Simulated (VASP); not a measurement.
# ScAlH6 in VASP: a series of runs

The runs below take ScAlH6 through single point, with PBEsol, r2SCAN+rVV10.

Program: VASP 6.6.1. These are calculated values, not measurements. Logs are shortened: lines on timing, memory, paths and dates and some standing lists are left out, and cuts for length are marked.

## 1. The cell of the first run

The typed cell holds 8 atoms: a = 3.233 Å, b = 4.273 Å, c = 4.273 Å, α = 60.00°, β = 90.00°, γ = 90.00°.

## 2. Single point, PBEsol

Contents of INCAR:

```
PREC     = Accurate       # precision mode
ENCUT    = 520            # plane-wave cutoff, eV
EDIFF    = 1E-6           # SCF threshold, eV
ISMEAR   = -1             # smearing method
SIGMA    = 0.03           # smearing width, eV
LREAL    = False          # projectors in reciprocal space
LASPH    = True           # aspherical terms in the spheres
NELM     = 100            # most SCF steps
ALGO     = Normal         # electronic algorithm
ISIF     = 2              # what is computed and relaxed
LWAVE    = False          # write WAVECAR
LCHARG   = False          # write CHGCAR
GGA      = PS             # functional
NBANDS   = 20             # bands
```

Contents of KPOINTS:

```
Automatic mesh
0
Gamma
  6 6 6
```

Contents of POSCAR:

```
ScAlH6
1.0
    3.2331708666      0.0000000000      0.0000000000
    0.0000000000      2.1363800953      3.7001237233
    0.0000000000     -2.1363800953      3.7001237233
Sc Al H
1 1 6
Direct
    0.5000000000      0.5833236516      0.5833236516
    0.0000000000      0.9166461070      0.9166461070
    0.0000000000      0.8955789247      0.4272281456
    0.0000000000      0.4272281456      0.8955789247
    0.0000000000      0.4271708793      0.4271708793
    0.5000000000      0.5959818510      0.0770495477
    0.5000000000      0.0770495477      0.5959818510
    0.5000000000      0.0770218931      0.0770218931
```

Potentials or basis: VASP PAW PBE potentials, release 64 (Sc_sv, Al, H).

Command:

```sh
> cat potpaw_PBE.64/Sc_sv/POTCAR potpaw_PBE.64/Al/POTCAR potpaw_PBE.64/H/POTCAR > POTCAR
> mpirun -np 1 vasp_std > vasp.out
```

OUTCAR:

```text
PREC = Accurate
   ENCUT = 520
   EDIFF = 1E-6
   ISMEAR = -1
   LREAL = False
   LASPH = True
   NELM = 100
   ISIF = 2
   GGA = PS

 ion  position               nearest neighbor table
   1  0.500  0.583  0.583-   3 1.99   4 1.99   3 1.99   4 1.99   5 1.99   5 1.99   7 2.14   6 2.14
                             8 2.14   8 2.14   7 2.14   6 2.14   2 2.95   2 2.95   2 2.95   2 2.95
   2  0.000  0.917  0.917-   6 2.01   7 2.01   6 2.01   7 2.01   8 2.01   8 2.01   1 2.95   1 2.95
                             1 2.95   1 2.95   1 2.95   1 2.95
   3  0.000  0.896  0.427-   1 1.99   1 1.99
   4  0.000  0.427  0.896-   1 1.99   1 1.99
   5  0.000  0.427  0.427-   1 1.99   1 1.99
   6  0.500  0.596  0.077-   2 2.01   2 2.01   1 2.14   1 2.14
   7  0.500  0.077  0.596-   2 2.01   2 2.01   1 2.14   1 2.14
   8  0.500  0.077  0.077-   2 2.01   2 2.01   1 2.14   1 2.14

  LATTYP: Found a base centered orthorhombic cell.
 ALAT       =     4.2727601906
 B/A-ratio  =     1.7319594633
 C/A-ratio  =     0.7566937348

  Lattice vectors:

 A1 = (   0.0000000000,   2.1363800953,  -3.7001237233)
 A2 = (   0.0000000000,   2.1363800953,   3.7001237233)
 A3 = (   3.2331708666,   0.0000000000,   0.0000000000)

Analysis of symmetry for initial positions (statically):
=====================================================================
 Subroutine PRICEL returns:
 Original cell was already a primitive cell.

 Routine SETGRP: Setting up the symmetry group for a
 base centered orthorhombic supercell.

 Subroutine GETGRP returns: Found  4 space group operations
 (whereof  4 operations were pure point group operations)
 out of a pool of  8 trial point group operations.

The static configuration has the point symmetry C_2v.

Analysis of symmetry for dynamics (positions and initial velocities):
=====================================================================
 Subroutine PRICEL returns:
 Original cell was already a primitive cell.

 Routine SETGRP: Setting up the symmetry group for a
 base centered orthorhombic supercell.

 Subroutine GETGRP returns: Found  4 space group operations
 (whereof  4 operations were pure point group operations)
 out of a pool of  8 trial point group operations.

The dynamic configuration has the point symmetry C_2v.

 Subroutine INISYM returns: Found  4 space group operations
 (whereof  4 operations are pure point group operations),
 and found     1 'primitive' translations

----------------------------------------------------------------------------------------

                                     Primitive cell

  volume of cell :      51.1156

  direct lattice vectors                    reciprocal lattice vectors
     3.233170867  0.000000000  0.000000000     0.309293892  0.000000000  0.000000000
     0.000000000  2.136380095  3.700123723     0.000000000  0.234040750  0.135130617
     0.000000000 -2.136380095  3.700123723     0.000000000 -0.234040750  0.135130617

  length of vectors
     3.233170867  4.272591190  4.272591190     0.309293892  0.270250543  0.270250543

  position of ions in fractional coordinates (direct lattice)
     0.500000000  0.583323652  0.583323652
     0.000000000  0.916646107  0.916646107
     0.000000000  0.895578925  0.427228146
     0.000000000  0.427228146  0.895578925
     0.000000000  0.427170879  0.427170879
     0.500000000  0.595981851  0.077049548
     0.500000000  0.077049548  0.595981851
     0.500000000  0.077021893  0.077021893

  ion indices of the primitive-cell ions
   primitive index   ion index
                 1           1
                 2           2
                 3           3
                 4           4
                 5           5
                 6           6
                 7           7
                 8           8

----------------------------------------------------------------------------------------

 KPOINTS: Automatic mesh

Automatic generation of k-mesh.
 Grid dimensions read from file:
 generate k-points for:    6    6    6

 Generating k-lattice:

  Cartesian coordinates                     Fractional coordinates (reciprocal lattice)
     0.051548982  0.000000000  0.000000000     0.166666667  0.000000000  0.000000000
     0.000000000  0.039006792  0.022521769     0.000000000  0.166666667  0.000000000
     0.000000000 -0.039006792  0.022521769     0.000000000  0.000000000  0.166666667

  Length of vectors
     0.051548982  0.045041757  0.045041757

  Shift w.r.t. Gamma in fractional coordinates (k-lattice)
     0.000000000  0.000000000  0.000000000

 Subroutine IBZKPT returns following result:
 ===========================================

 Found     52 irreducible k-points:

 Following reciprocal coordinates:
            Coordinates               Weight
  0.000000  0.000000  0.000000      1.000000
  0.166667  0.000000  0.000000      2.000000
  0.333333  0.000000  0.000000      2.000000
  0.500000  0.000000  0.000000      1.000000
  0.000000  0.166667 -0.000000      4.000000
  0.166667  0.166667 -0.000000      8.000000
[... 16 lines left out ...]
  0.333333  0.333333  0.166667      8.000000
  0.500000  0.333333  0.166667      4.000000
 [... further k-points ...]
   k-points           NKPTS =     52   k-points in BZ     NKDIM =     52   number of bands    NBANDS=     20
   number of dos      NEDOS =    301   number of ions     NIONS =      8
   total plane-waves  NPLWV =  24576
   dimension x,y,z NGX =    24 NGY =   32 NGZ =   32
   dimension x,y,z NGXF=    48 NGYF=   64 NGZF=   64
   ions per type =               1   1   6
   NGX,Y,Z   is equivalent  to a cutoff of  12.34, 12.45, 12.45 a.u.
   NGXF,Y,Z  is equivalent  to a cutoff of  24.68, 24.90, 24.90 a.u.
 SYSTEM =  unknown system
   PREC   = accura    normal or accurate (medium, high low for compatibility)
   ISTART =      0    job   : 0-new  1-cont  2-samecut
   ICHARG =      2    charge: 1-file 2-atom 10-const
   ISPIN  =      1    spin polarized calculation?
   LNONCOLLINEAR =      F non collinear calculations
   LSORBIT =      F    spin-orbit coupling
   LASPH  =      T    aspherical Exc in radial PAW
   ENCUT  =  520.0 eV  38.22 Ry    6.18 a.u.   6.01  7.94  7.94*2*pi/ulx,y,z
   NELM   =    100;   NELMIN=  2; NELMDL= -5     # of ELM steps
   EDIFF  = 0.1E-05   stopping-criterion for ELM
   LREAL  =      F    real-space projection
   EDIFFG = 0.1E-04   stopping-criterion for IOM
   NSW    =      0    number of steps for IOM
   IBRION =     -1    ionic relax: 0-MD 1-quasi-New 2-CG
   NFREE  =      0    steps in history (QN), initial steepest desc. (CG)
   ISIF   =      2    stress and relaxation
   ISYM   =      2    0-nonsym 1-usesym 2-fastsym
   POTIM  = 0.5000    time-step for ionic-motion
   TEBEG  =    0.0;   TEEND  =   0.0 temperature during run
   PSTRESS=    0.0 pullay stress
   NELECT =      20.0000    total number of electrons
   NUPDOWN=      -1.0000    fix difference up-down
   EMIN   =  10.00;   EMAX   =-10.00  energy-range for DOS
   EFERMI =   0.00;   METHOD = LEGACY
   ISMEAR =    -1;   SIGMA  =   0.03  broadening in eV -4-tet -1-fermi 0-gaus
   EFERMI_NEDOS =   21; number of points for ismear=-14 and -15
   IALGO  =     38    algorithm
   IMIX   =      4    mixing-type and parameters
     AMIX     =   0.40;   BMIX     =  1.00
     AMIX_MAG =   1.60;   BMIX_MAG =  1.00
  volume/ion in A,a.u.               =       6.39        43.12
  Fermi-wavevector in a.u.,A,eV,Ry     =   1.197385  2.262729 19.507081  1.433730
  Thomas-Fermi vector in A             =   2.333301
   LORBIT       =      0    0 simple, 1 ext, 2 COOP (PROOUT), +10 PAW based schemes
   GGA     = PS    functional components
   LHFCALC =     F    Hartree Fock is set to
   AEXX    =    0.0000 exact exchange contribution
   IVDW    =     0    specifies the selected vdW correction
   LEPSILON=     F    determine dielectric tensor
   LRPA    =     F    only Hartree local field effects (RPA)
 non-spin polarized calculation
  energy-cutoff  :      520.00
  volume of cell :       51.12
 maximum number of plane-waves:      1404
   NGX = 13   NGY = 15   NGZ = 15

 number of electron      20.0000001 magnetization

 Free energy of the ion-electron system (eV)
  ---------------------------------------------------
  ext. energy  EPLUGINS =         0.00000000
  ---------------------------------------------------
  free energy    TOTEN  =       -31.01326173 eV

  energy without entropy =      -31.01258794  energy(sigma->0) =      -31.01292484

 E-fermi :   5.6296     XC(G=0): -10.8859

 val. band max:        5.6108183011   @ k =   0.0000   0.5000  -0.0000
 cond. band min:       5.7973326778   @ k =   0.5000  -0.1667   0.1667
 fundamental gap:      0.1865143767
 Fermi energy:         5.6295687652

 k-point     1 :       0.0000    0.0000    0.0000
  band No.  band energies     occupation
      1     -43.4115      2.00000
      2     -22.2569      2.00000
      3     -22.2568      2.00000
      4     -22.0604      2.00000
      5      -6.7079      2.00000
      6       0.4927      2.00000
[... 12 lines left out ...]
     19      12.9585      0.00000
     20      13.8721      0.00000

 k-point     2 :       0.1667    0.0000    0.0000
  band No.  band energies     occupation
      1     -43.4039      2.00000
      2     -22.2453      2.00000
      3     -22.2452      2.00000
      4     -22.1522      2.00000
      5      -6.2864      2.00000
      6       0.1570      2.00000
[... 12 lines left out ...]
     19      12.8708      0.00000
     20      14.3338      0.00000
[... 465 lines left out ...]
      3     -22.2483      2.00000
      4     -22.2316      2.00000
      5      -4.2978      2.00000
      6      -1.0266      2.00000
[... 12 lines left out ...]
     19      13.8356      0.00000
     20      14.0209      0.00000

 k-point    24 :       0.5000    0.3333    0.1667
  band No.  band energies     occupation
      1     -43.3798      2.00000
      2     -22.4127      2.00000
      3     -22.2355      2.00000
      4     -22.2195      2.00000
      5      -2.7202      2.00000
      6      -2.5463      2.00000
[... 12 lines left out ...]
     19      13.1549      0.00000
     20      13.4169      0.00000

 [... further k-points ...]
[... 5 lines left out ...]
  --------------------------------------------------------------------------------------
  -------------------------------------------------------------------------------------
  Total        0.0305609      0.0150384      0.0168791      0.0000000      0.0000000      0.0000000
  in kB        0.9579059      0.4713670      0.5290613      0.0000000      0.0000000      0.0000000
  external PRESSURE =       0.6527781 kB  Pullay stress =       0.0000000 kB

 VOLUME and BASIS-vectors are now :
 -----------------------------------------------------------------------------
  energy-cutoff  :      520.00
  volume of cell :       51.12
      direct lattice vectors                 reciprocal lattice vectors
     3.233170867  0.000000000  0.000000000     0.309293892  0.000000000  0.000000000
     0.000000000  2.136380095  3.700123723     0.000000000  0.234040750  0.135130617
     0.000000000 -2.136380095  3.700123723     0.000000000 -0.234040750  0.135130617

 POSITION                                       TOTAL-FORCE (eV/Angst)
 -----------------------------------------------------------------------------------
      1.61659      0.00000      4.31674         0.000000      0.000000     -0.000742
      0.00000      0.00000      6.78341         0.000000      0.000000      0.001033
      0.00000      1.00058      4.89455         0.000000      0.012226      0.006677
      0.00000     -1.00058      4.89455         0.000000     -0.012226      0.006677
      0.00000      0.00000      3.16117         0.000000      0.000000     -0.012813
      1.61659      1.10864      2.49030         0.000000     -0.000228     -0.000717
      1.61659     -1.10864      2.49030         0.000000      0.000228     -0.000717
      1.61659      0.00000      0.56998         0.000000      0.000000      0.000602
 -----------------------------------------------------------------------------------
    total drift:                                0.000000     -0.000000      0.000012

  FREE ENERGIE OF THE ION-ELECTRON SYSTEM (eV)
  ---------------------------------------------------
  free  energy   TOTEN  =       -31.0132617347 eV

  energy  without entropy=      -31.0125879376  energy(sigma->0) =      -31.01292484
```

Run time: 31 s. Hardware: 1 thread of Intel Xeon Platinum 8488C (Sapphire Rapids), shared host; peak memory 0.2 GiB.

Results:

```yaml
Free_energy: -31.0133 eV
Pressure: 0.1 GPa
Largest_force: 0.014 eV/Å
Band_gap_on_the_k_mesh: zero (band 10 reaches 6.12 eV, above the bottom of band 11 at 5.33 eV)
```

Forces in eV/Å, atoms in the order of the input:
```
Sc   0.000  0.000 -0.001
Al   0.000  0.000  0.001
H    0.000  0.012  0.007
H    0.000 -0.012  0.007
H    0.000  0.000 -0.013
H    0.000  0.000 -0.001
H    0.000  0.000 -0.001
H    0.000  0.000  0.001
```

Levels at points of the mesh, in eV from the Fermi level:
```tsv
k point	band 8	band 9	band 10	band 11	band 12	band 13
(0.00, 0.00, 0.00)	-5.09	-2.14	-2.14	1.28	2.25	2.25
(0.50, 0.00, 0.00)	-3.89	-3.45	-3.45	1.15	1.15	2.64
(0.00, 0.50, 0.00)	-5.29	-0.29	-0.02	1.09	1.46	2.04
(0.50, 0.50, 0.00)	-5.36	-4.68	-2.33	-0.30	1.58	1.86
(0.00, 0.50, 0.50)	-5.29	-0.29	-0.02	1.09	1.46	2.04
(0.50, 0.50, 0.50)	-5.36	-4.68	-2.33	-0.30	1.58	1.86
```

Caveat: the PAW data sets were made with another functional, which shifts forces and pressure a little.

## 3. Single point, r2SCAN+rVV10

This run uses another cell than the first one, of 6.46 Å³/atom, 1.011 times its volume.

Contents of POSCAR:

```
ScAlH6
1.0
    3.2264654575      0.0000000000      0.0000000000
    0.0000000000      2.1505208902      3.7249401641
    0.0000000000     -2.1505208902      3.7249401641
Sc Al H
1 1 6
Direct
    0.5000000000      0.5833380883      0.5833380883
    0.0000000000      0.9166570933      0.9166570933
    0.0000000000      0.8931516982      0.4284342058
    0.0000000000      0.4284342058      0.8931516982
    0.0000000000      0.4284324417      0.4284324417
    0.5000000000      0.6034489514      0.0732725260
    0.5000000000      0.0732725260      0.6034489514
    0.5000000000      0.0732659954      0.0732659954
```

Contents of INCAR.step1:

```
SYSTEM = ScAlH6
  PREC = Accurate
  ENCUT = 520
  ISMEAR = -1
  SIGMA = 0.03
  LREAL = .FALSE.
  LASPH = .TRUE.
  NELM = 100
  NBANDS = 20
  GGA = PE
  ALGO = Normal
  EDIFF = 1E-4
  LWAVE = .TRUE.
  LCHARG = .FALSE.
```

Contents of INCAR.step2:

```
SYSTEM = ScAlH6
  PREC = Accurate
  ENCUT = 520
  EDIFF = 1E-6
  ISMEAR = -1
  SIGMA = 0.03
  LREAL = .FALSE.
  LASPH = .TRUE.
  NELM = 100
  ALGO = Normal
  ISIF = 2
  LWAVE = .FALSE.
  LCHARG = .TRUE.
  METAGGA = R2SCAN
  LMIXTAU = .TRUE.
  LUSE_VDW = .TRUE.
  IVDW_NL = 2
  BPARAM = 11.95
  CPARAM = 0.0093
  LELF = .TRUE.
  LVHAR = .TRUE.
  NBANDS = 20
  ISTART = 1
```

Contents of KPOINTS:

```
Automatic mesh
0
G
  8 6 6
  0 0 0
```

Potentials or basis: VASP PAW PBE potentials, release 64 (Sc_sv, Al, H).

Command:

```sh
> cat potpaw_PBE.64/Sc_sv/POTCAR potpaw_PBE.64/Al/POTCAR potpaw_PBE.64/H/POTCAR > POTCAR
> cp INCAR.step1 INCAR
> mpirun -np 1 vasp_std > vasp.out
> cp INCAR.step2 INCAR
> mpirun -np 1 vasp_std > vasp.out
```

Run time: 2.4 min. Hardware: 1 thread of Intel Xeon Platinum 8488C (Sapphire Rapids), shared host; peak memory 0.32 GiB.

The run converged. Its results:

```
Free energy            : -38.5258 eV
Pressure               : 0.2 GPa
Largest force          : 0.025 eV/Å
Band gap on the k mesh : zero (band 10 reaches 6.27 eV, above the bottom of band 11 at 5.40 eV)
```

Forces in eV/Å, atoms in the order of the input:
```
Sc   0.000  0.000  0.000
Al   0.000  0.000  0.000
H    0.000  0.022  0.013
H    0.000 -0.022  0.013
H    0.000  0.000 -0.025
H    0.000  0.005  0.003
H    0.000 -0.005  0.003
H    0.000  0.000 -0.005
```

Stress tensor (GPa, compression positive):
```
0.31 0.00 0.00
0.00 0.17 0.00
0.00 0.00 0.17
```

Levels at points of the mesh, in eV from the Fermi level:
| k point | band 6 | band 7 | band 8 | band 9 | band 10 | band 11 | band 12 | band 13 | band 14 | band 15 |
| --- | --- | --- | --- | --- | --- | --- | --- | --- | --- | --- |
| (0.00, 0.00, 0.00) | -5.49 | -5.41 | -5.41 | -2.48 | -2.48 | 1.79 | 2.47 | 2.47 | 3.75 | 5.18 |
| (0.50, 0.00, 0.00) | -9.14 | -4.20 | -4.20 | -3.71 | -3.71 | 1.29 | 1.29 | 2.95 | 4.07 | 5.07 |
| (0.00, 0.50, 0.00) | -9.62 | -5.71 | -5.69 | -0.39 | -0.20 | 1.34 | 1.68 | 2.12 | 2.26 | 5.16 |
| (0.50, 0.50, 0.00) | -7.51 | -6.99 | -5.48 | -4.98 | -2.68 | -0.19 | 1.87 | 2.10 | 4.39 | 4.52 |
| (0.00, 0.50, 0.50) | -9.62 | -5.71 | -5.69 | -0.39 | -0.20 | 1.34 | 1.68 | 2.12 | 2.26 | 5.16 |
| (0.50, 0.50, 0.50) | -7.51 | -6.99 | -5.48 | -4.98 | -2.68 | -0.19 | 1.87 | 2.10 | 4.39 | 4.52 |

Caveat: the PAW data sets were made with another functional, which shifts forces and pressure a little.
